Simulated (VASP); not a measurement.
# Lu (P6/mmm) in VASP: a series of runs

The runs below take Lu through single point, with r2SCAN.

All numbers are computed with VASP 6.6.1; they aren't measurements. Logs are shortened: lines on timing, memory, paths and dates and some standing lists are left out, and cuts for length are marked.

### 1 The cell of the first run

The structure is hexagonal, space group P6/mmm (No. 191). Conventional cell: a = 5.636 Å, b = 5.636 Å, c = 3.530 Å, α = 90.00°, β = 90.00°, γ = 120.00°. Lu (site symmetry 6/mmm) has 14 Lu at 3.53 to 3.70 Å within 4.6 Å. Within 4.3 Å of Lu (site symmetry -6m2) lie 11 Lu at 3.25 to 3.70 Å.

This isn't the form of Lu at room conditions, which is hcp.

### 2 Single point, r2SCAN (32.37 Å³/atom)

Input file POSCAR:

```
Lu
1.0
    5.6357272625      0.0000000000      0.0000000000
   -2.8178636312      4.8806829781      0.0000000000
    0.0000000000      0.0000000000      3.5300533859
Lu
3
Direct
    0.0000000000      0.0000000000      0.0000000000
    0.3333333333      0.6666666667      0.5000000000
    0.6666666667      0.3333333333      0.5000000000
```

Input file INCAR.step1:

```
SYSTEM = Lu
PREC = Accurate ; ENCUT = 520
ISMEAR = -1 ; SIGMA = 0.1
LREAL = .FALSE. ; LASPH = .TRUE.
NELM = 100 ; NBANDS = 44
GGA = PE ; ALGO = Normal
EDIFF = 1E-4 ; LWAVE = .TRUE.
LCHARG = .FALSE.
```

Input file INCAR.step2:

```
SYSTEM = Lu
PREC = Accurate ; ENCUT = 520
EDIFF = 1E-6 ; ISMEAR = -1
SIGMA = 0.1 ; LREAL = .FALSE.
LASPH = .TRUE. ; NELM = 100
ALGO = Normal ; ISIF = 2
LWAVE = .FALSE. ; LCHARG = .FALSE.
METAGGA = R2SCAN ; LMIXTAU = .TRUE.
NBANDS = 44 ; ISTART = 1
```

Input file KPOINTS:

```
Automatic mesh
0
G
  8 8 11
  0 0 0
```

Potentials or basis: VASP PAW PBE potentials, release 64 (Lu).

The run is started by

```sh
$ cat potpaw_PBE.64/Lu/POTCAR > POTCAR
$ cp INCAR.step1 INCAR
$ mpirun -np 1 vasp_std > vasp.out
$ cp INCAR.step2 INCAR
$ mpirun -np 1 vasp_std > vasp.out
```

OUTCAR:

```text
SYSTEM = Lu
   PREC = Accurate
   ENCUT = 520
   EDIFF = 1E-6
   ISMEAR = -1
   LREAL = .FALSE.
   LASPH = .TRUE.
   NELM = 100
   ISIF = 2
   METAGGA = R2SCAN
   ISTART = 1

 ion  position               nearest neighbor table
   1  0.000  0.000  0.000-   2 3.70   3 3.70   2 3.70   3 3.70   2 3.70   2 3.70   3 3.70   3 3.70
                             3 3.70   3 3.70   2 3.70   2 3.70
   2  0.333  0.667  0.500-   3 3.25   3 3.25   3 3.25   1 3.70   1 3.70   1 3.70   1 3.70   1 3.70
                             1 3.70
   3  0.667  0.333  0.500-   2 3.25   2 3.25   2 3.25   1 3.70   1 3.70   1 3.70   1 3.70   1 3.70
                             1 3.70

  LATTYP: Found a hexagonal cell.
 ALAT       =     5.6357272625
 C/A-ratio  =     0.6263705147

  Lattice vectors:

 A1 = (   5.6357272625,   0.0000000000,   0.0000000000)
 A2 = (  -2.8178636312,   4.8806829781,   0.0000000000)
 A3 = (   0.0000000000,   0.0000000000,   3.5300533859)

Analysis of symmetry for initial positions (statically):
=====================================================================
 Subroutine PRICEL returns:
 Original cell was already a primitive cell.

 Routine SETGRP: Setting up the symmetry group for a
 hexagonal supercell.

 Subroutine GETGRP returns: Found 24 space group operations
 (whereof 24 operations were pure point group operations)
 out of a pool of 24 trial point group operations.

The static configuration has the point symmetry D_6h.

Analysis of symmetry for dynamics (positions and initial velocities):
=====================================================================
 Subroutine PRICEL returns:
 Original cell was already a primitive cell.

 Routine SETGRP: Setting up the symmetry group for a
 hexagonal supercell.

 Subroutine GETGRP returns: Found 24 space group operations
 (whereof 24 operations were pure point group operations)
 out of a pool of 24 trial point group operations.

The dynamic configuration has the point symmetry D_6h.

 Subroutine INISYM returns: Found 24 space group operations
 (whereof 24 operations are pure point group operations),
 and found     1 'primitive' translations

----------------------------------------------------------------------------------------

                                     Primitive cell

  volume of cell :      97.0983

  direct lattice vectors                    reciprocal lattice vectors
     5.635727262  0.000000000  0.000000000     0.177439389  0.102444679  0.000000000
    -2.817863631  4.880682978  0.000000000     0.000000000  0.204889358  0.000000000
     0.000000000  0.000000000  3.530053386     0.000000000  0.000000000  0.283281835

  length of vectors
     5.635727262  5.635727262  3.530053386     0.204889358  0.204889358  0.283281835

  position of ions in fractional coordinates (direct lattice)
     0.000000000  0.000000000  0.000000000
     0.333333333  0.666666667  0.500000000
     0.666666667  0.333333333  0.500000000

  ion indices of the primitive-cell ions
   primitive index   ion index
                 1           1
                 2           2
                 3           3

----------------------------------------------------------------------------------------

 KPOINTS: Automatic mesh

Automatic generation of k-mesh.
 Grid dimensions read from file:
 generate k-points for:    8    8   11

 Generating k-lattice:

  Cartesian coordinates                     Fractional coordinates (reciprocal lattice)
     0.022179924  0.012805585  0.000000000     0.125000000  0.000000000  0.000000000
     0.000000000  0.025611170  0.000000000     0.000000000  0.125000000  0.000000000
     0.000000000  0.000000000  0.025752894     0.000000000  0.000000000  0.090909091

  Length of vectors
     0.025611170  0.025611170  0.025752894

  Shift w.r.t. Gamma in fractional coordinates (k-lattice)
     0.000000000  0.000000000  0.000000000

 Subroutine IBZKPT returns following result:
 ===========================================

 Found     60 irreducible k-points:

 Following reciprocal coordinates:
            Coordinates               Weight
  0.000000  0.000000  0.000000      1.000000
  0.125000 -0.000000  0.000000      6.000000
  0.250000 -0.000000  0.000000      6.000000
  0.375000 -0.000000  0.000000      6.000000
  0.500000 -0.000000  0.000000      3.000000
  0.125000  0.125000  0.000000      6.000000
[... 16 lines left out ...]
  0.250000 -0.000000  0.181818     12.000000
  0.375000 -0.000000  0.181818     12.000000
 [... further k-points ...]
   k-points           NKPTS =     60   k-points in BZ     NKDIM =     60   number of bands    NBANDS=     44
   number of dos      NEDOS =    301   number of ions     NIONS =      3
   total plane-waves  NPLWV =  49392
   dimension x,y,z NGX =    42 NGY =   42 NGZ =   28
   dimension x,y,z NGXF=    84 NGYF=   84 NGZF=   56
   ions per type =               3
   NGX,Y,Z   is equivalent  to a cutoff of  12.39, 12.39, 13.19 a.u.
   NGXF,Y,Z  is equivalent  to a cutoff of  24.78, 24.78, 26.37 a.u.
 SYSTEM =  Lu
   PREC   = accura    normal or accurate (medium, high low for compatibility)
   ISTART =      1    job   : 0-new  1-cont  2-samecut
   ICHARG =      0    charge: 1-file 2-atom 10-const
   ISPIN  =      1    spin polarized calculation?
   LNONCOLLINEAR =      F non collinear calculations
   LSORBIT =      F    spin-orbit coupling
   LASPH  =      T    aspherical Exc in radial PAW
   ENCUT  =  520.0 eV  38.22 Ry    6.18 a.u.  10.48 10.48  6.56*2*pi/ulx,y,z
   NELM   =    100;   NELMIN=  2; NELMDL=  0     # of ELM steps
   EDIFF  = 0.1E-05   stopping-criterion for ELM
   LREAL  =      F    real-space projection
   EDIFFG = 0.1E-04   stopping-criterion for IOM
   NSW    =      0    number of steps for IOM
   IBRION =     -1    ionic relax: 0-MD 1-quasi-New 2-CG
   NFREE  =      0    steps in history (QN), initial steepest desc. (CG)
   ISIF   =      2    stress and relaxation
   ISYM   =      2    0-nonsym 1-usesym 2-fastsym
   POTIM  = 0.5000    time-step for ionic-motion
   TEBEG  =    0.0;   TEEND  =   0.0 temperature during run
   PSTRESS=    0.0 pullay stress
   NELECT =      75.0000    total number of electrons
   NUPDOWN=      -1.0000    fix difference up-down
   EMIN   =  10.00;   EMAX   =-10.00  energy-range for DOS
   EFERMI =   0.00;   METHOD = LEGACY
   ISMEAR =    -1;   SIGMA  =   0.10  broadening in eV -4-tet -1-fermi 0-gaus
   EFERMI_NEDOS =   21; number of points for ismear=-14 and -15
   IALGO  =     38    algorithm
   IMIX   =      4    mixing-type and parameters
     AMIX     =   0.40;   BMIX     =  1.00
     AMIX_MAG =   1.60;   BMIX_MAG =  1.00
  volume/ion in A,a.u.               =      32.37       218.42
  Fermi-wavevector in a.u.,A,eV,Ry     =   1.502074  2.838508 30.697819  2.256226
  Thomas-Fermi vector in A             =   2.613362
   LORBIT       =      0    0 simple, 1 ext, 2 COOP (PROOUT), +10 PAW based schemes
   METAGGA = R2SCAN    functional components
   LHFCALC =     F    Hartree Fock is set to
   AEXX    =    0.0000 exact exchange contribution
   IVDW    =     0    specifies the selected vdW correction
   LEPSILON=     F    determine dielectric tensor
   LRPA    =     F    only Hartree local field effects (RPA)
 non-spin polarized calculation
  energy-cutoff  :      520.00
  volume of cell :       97.10
 maximum number of plane-waves:      2647
 NGX is ok and might be reduce to    42
   NGX = 21   NGY = 21   NGZ = 13

 number of electron      75.0000026 magnetization

 Free energy of the ion-electron system (eV)
  ---------------------------------------------------
  ext. energy  EPLUGINS =         0.00000000
  ---------------------------------------------------
  free energy    TOTEN  =      -113.91268307 eV

  energy without entropy =     -113.74892422  energy(sigma->0) =     -113.83080364

 E-fermi :   1.7341     XC(G=0): -11.0531

 val. band max:        1.7335505333   @ k =   0.1250   0.1250   0.0909
 cond. band min:       1.7462617076   @ k =   0.1250   0.1250   0.1818
 fundamental gap:      0.0127111743
 Fermi energy:         1.7341150225

 k-point     1 :       0.0000    0.0000    0.0000
  band No.  band energies     occupation
      1     -56.5052      2.00000
      2     -56.4715      2.00000
      3     -56.3597      2.00000
      4     -26.6336      2.00000
      5     -26.6335      2.00000
      6     -26.4285      2.00000
[... 36 lines left out ...]
     43       4.7958      0.00000
     44       5.1892      0.00000

 k-point     2 :       0.1250   -0.0000    0.0000
  band No.  band energies     occupation
      1     -56.5041      2.00000
      2     -56.4726      2.00000
      3     -56.3597      2.00000
      4     -26.6441      2.00000
      5     -26.6318      2.00000
      6     -26.4140      2.00000
[... 36 lines left out ...]
     43       4.8228      0.00000
     44       4.8931      0.00000

 k-point     3 :       0.2500   -0.0000    0.0000
  band No.  band energies     occupation
      1     -56.5008      2.00000
      2     -56.4757      2.00000
      3     -56.3599      2.00000
      4     -26.6657      2.00000
      5     -26.6186      2.00000
      6     -26.3918      2.00000
[... 36 lines left out ...]
     43       4.4912      0.00000
     44       4.7506      0.00000

 k-point     4 :       0.3750   -0.0000    0.0000
  band No.  band energies     occupation
      1     -56.4964      2.00000
      2     -56.4800      2.00000
      3     -56.3600      2.00000
      4     -26.6839      2.00000
      5     -26.5876      2.00000
      6     -26.4026      2.00000
[... 882 lines left out ...]
     43       4.5679      0.00000
     44       4.6411      0.00000

 k-point    23 :       0.2500   -0.0000    0.1818
  band No.  band energies     occupation
      1     -56.4985      2.00000
      2     -56.4736      2.00000
      3     -56.3577      2.00000
      4     -26.6529      2.00000
      5     -26.6087      2.00000
      6     -26.4588      2.00000
[... 36 lines left out ...]
     43       4.1992      0.00000
     44       4.6413      0.00000

 k-point    24 :       0.3750   -0.0000    0.1818
  band No.  band energies     occupation
      1     -56.4942      2.00000
      2     -56.4778      2.00000
      3     -56.3578      2.00000
      4     -26.6686      2.00000
      5     -26.5819      2.00000
      6     -26.4538      2.00000
[... 36 lines left out ...]
     43       3.9205      0.00000
     44       4.8671      0.00000

 [... further k-points ...]
[... 5 lines left out ...]
  --------------------------------------------------------------------------------------
  -------------------------------------------------------------------------------------
  Total       -2.3514976     -2.3514976     -2.7288801     -0.0000000      0.0000000      0.0000000
  in kB      -38.8010322    -38.8010322    -45.0280566     -0.0000000      0.0000000      0.0000000
  external PRESSURE =     -40.8767070 kB  Pullay stress =       0.0000000 kB

 VOLUME and BASIS-vectors are now :
 -----------------------------------------------------------------------------
  energy-cutoff  :      520.00
  volume of cell :       97.10
      direct lattice vectors                 reciprocal lattice vectors
     5.635727262  0.000000000  0.000000000     0.177439389  0.102444679  0.000000000
    -2.817863631  4.880682978  0.000000000     0.000000000  0.204889358  0.000000000
     0.000000000  0.000000000  3.530053386     0.000000000  0.000000000  0.283281835

 POSITION                                       TOTAL-FORCE (eV/Angst)
 -----------------------------------------------------------------------------------
      0.00000      0.00000      0.00000        -0.000000      0.000000      0.000000
     -0.00000      3.25379      1.76503        -0.000000      0.000000      0.000000
      2.81786      1.62689      1.76503         0.000000      0.000000     -0.000000
 -----------------------------------------------------------------------------------
    total drift:                                0.000000      0.000000     -0.000000

  FREE ENERGIE OF THE ION-ELECTRON SYSTEM (eV)
  ---------------------------------------------------
  free  energy   TOTEN  =      -113.9126830650 eV

  energy  without entropy=     -113.7489242189  energy(sigma->0) =     -113.83080364
```

It took 15 min on 1 thread of Intel Xeon Platinum 8124M at 3.00GHz (Skylake/Cascade Lake), shared host; peak memory 0.36 GiB.

What came out:

- Free energy: -113.9127 eV
- Pressure: -4.1 GPa
- Band gap on the k mesh: zero (an odd number of electrons rules out a gap without spin polarisation)

Levels at points of the mesh, in eV from the Fermi level:
```
           k point  band 34  band 35  band 36  band 37  band 38  band 39  band 40  band 41
(0.00, 0.00, 0.00)    -5.22    -0.85    -0.16    -0.16    -0.05    -0.05     0.33     2.26
(0.50, 0.00, 0.00)    -3.87    -3.86    -2.14     0.32     0.76     0.99     1.07     1.35
```

Caveat: the cell stands under tension; the PAW data sets were made with another functional, which shifts forces and pressure a little; spin-orbit coupling is left out, which moves the levels of the heavy elements.

### 3 Single point, r2SCAN

This run uses another cell than the first one, of 28.90 Å³/atom.

Input file POSCAR:

```
Lu
1.0
    5.4268017950      0.0000000000      0.0000000000
   -2.7134008975      4.6997482158      0.0000000000
    0.0000000000      0.0000000000      3.3991886333
Lu
3
Direct
    0.0000000000      0.0000000000      0.0000000000
    0.3333333333      0.6666666667      0.5000000000
    0.6666666667      0.3333333333      0.5000000000
```

Input file INCAR.step1:

```
SYSTEM = Lu
PREC     = Accurate       ! precision mode
ENCUT    = 520            ! plane-wave cutoff, eV
ISMEAR   = -1             ! smearing method
SIGMA    = 0.1            ! smearing width, eV
LREAL    = .False.        ! projectors in reciprocal space
LASPH    = .True.         ! aspherical terms in the spheres
NELM     = 80             ! most SCF steps
NBANDS   = 44             ! bands
GGA      = PE             ! functional
ALGO     = Normal         ! electronic algorithm
EDIFF    = 1E-4           ! SCF threshold, eV
LWAVE    = .True.         ! write WAVECAR
LCHARG   = .False.        ! write CHGCAR
```

Input file INCAR.step2:

```
SYSTEM = Lu
PREC     = Accurate       ! precision mode
ENCUT    = 520            ! plane-wave cutoff, eV
EDIFF    = 1E-6           ! SCF threshold, eV
ISMEAR   = -1             ! smearing method
SIGMA    = 0.1            ! smearing width, eV
LREAL    = .False.        ! projectors in reciprocal space
LASPH    = .True.         ! aspherical terms in the spheres
NELM     = 80             ! most SCF steps
ALGO     = Normal         ! electronic algorithm
ISIF     = 2              ! what is computed and relaxed
LWAVE    = .False.        ! write WAVECAR
LCHARG   = .False.        ! write CHGCAR
METAGGA  = R2SCAN         ! meta-GGA
LMIXTAU  = .True.       
NBANDS   = 44             ! bands
ISTART   = 1
```

Input file KPOINTS:

```
regular mesh
0
Gamma
  7 7 9
  0 0 0
```

Potentials or basis: VASP PAW PBE potentials, release 64 (Lu).

The run is started by

```sh
$ cat potpaw_PBE.64/Lu/POTCAR > POTCAR
$ cp INCAR.step1 INCAR
$ mpirun -np 1 vasp_std > vasp.out
$ cp INCAR.step2 INCAR
$ mpirun -np 1 vasp_std > vasp.out
```

OUTCAR:

```text
SYSTEM = Lu
   PREC = Accurate
   ENCUT = 520
   EDIFF = 1E-6
   ISMEAR = -1
   LREAL = .False.
   LASPH = .True.
   NELM = 80
   ISIF = 2
   METAGGA = R2SCAN
   ISTART = 1

 ion  position               nearest neighbor table
   1  0.000  0.000  0.000-   2 3.56   3 3.56   2 3.56   3 3.56   3 3.56   3 3.56   2 3.56   2 3.56
                             3 3.56   3 3.56   2 3.56   2 3.56
   2  0.333  0.667  0.500-   3 3.13   3 3.13   3 3.13   1 3.56   1 3.56   1 3.56   1 3.56   1 3.56
                             1 3.56
   3  0.667  0.333  0.500-   2 3.13   2 3.13   2 3.13   1 3.56   1 3.56   1 3.56   1 3.56   1 3.56
[... 1321 lines left out ...]

 [... further k-points ...]
[... 5 lines left out ...]
  --------------------------------------------------------------------------------------
  -------------------------------------------------------------------------------------
  Total        0.1799460      0.1799460      0.1676137      0.0000000      0.0000000     -0.0000000
  in kB        3.3255149      3.3255149      3.0976075      0.0000000      0.0000000     -0.0000000
  external PRESSURE =       3.2495457 kB  Pullay stress =       0.0000000 kB

 VOLUME and BASIS-vectors are now :
 -----------------------------------------------------------------------------
  energy-cutoff  :      520.00
  volume of cell :       86.69
      direct lattice vectors                 reciprocal lattice vectors
     5.426801795  0.000000000  0.000000000     0.184270596  0.106388678  0.000000000
    -2.713400898  4.699748216  0.000000000     0.000000000  0.212777356  0.000000000
     0.000000000  0.000000000  3.399188633     0.000000000  0.000000000  0.294187851

 POSITION                                       TOTAL-FORCE (eV/Angst)
 -----------------------------------------------------------------------------------
      0.00000      0.00000      0.00000        -0.000000      0.000000      0.000000
     -0.00000      3.13317      1.69959        -0.000000      0.000000     -0.000000
      2.71340      1.56658      1.69959         0.000000      0.000000      0.000000
 -----------------------------------------------------------------------------------
    total drift:                               -0.000000      0.000000      0.000000

  FREE ENERGIE OF THE ION-ELECTRON SYSTEM (eV)
  ---------------------------------------------------
  free  energy   TOTEN  =      -114.0346221561 eV

  energy  without entropy=     -113.8844272624  energy(sigma->0) =     -113.95952471
```

OUTCAR.step1:

```text
SYSTEM = Lu
   PREC = Accurate
   ENCUT = 520
   ISMEAR = -1
   LREAL = .False.
   LASPH = .True.
   NELM = 80
[... 1354 lines left out ...]
      0.00000      0.00000      0.00000        -0.000000      0.000000      0.000000
     -0.00000      3.13317      1.69959        -0.000000      0.000000      0.000000
      2.71340      1.56658      1.69959         0.000000     -0.000000     -0.000000
 -----------------------------------------------------------------------------------
    total drift:                               -0.000000      0.000000      0.000000

  FREE ENERGIE OF THE ION-ELECTRON SYSTEM (eV)
  ---------------------------------------------------
  free  energy   TOTEN  =       -13.3749466072 eV

  energy  without entropy=      -13.2098624476  energy(sigma->0) =      -13.29240453
```

Run time: 4.1 min. Hardware: 1 thread of Intel Xeon 6975P-C (Granite Rapids), shared host; peak memory 0.28 GiB.

Results:

- Free energy: -114.0346 eV
- Pressure: 0.3 GPa
- Band gap on the k mesh: zero (an odd number of electrons rules out a gap without spin polarisation)

Levels at points of the mesh, in eV from the Fermi level:
```
           k point  band 35  band 36  band 37  band 38  band 39  band 40
(0.00, 0.00, 0.00)    -1.03    -0.09    -0.09     0.04     0.04     0.45
```

Caveat: the PAW data sets were made with another functional, which shifts forces and pressure a little; spin-orbit coupling is left out, which moves the levels of the heavy elements.

(Part 1 of 2 ends here.)

The gap in the log of VASP goes by the Fermi energy; the results here count the filled bands.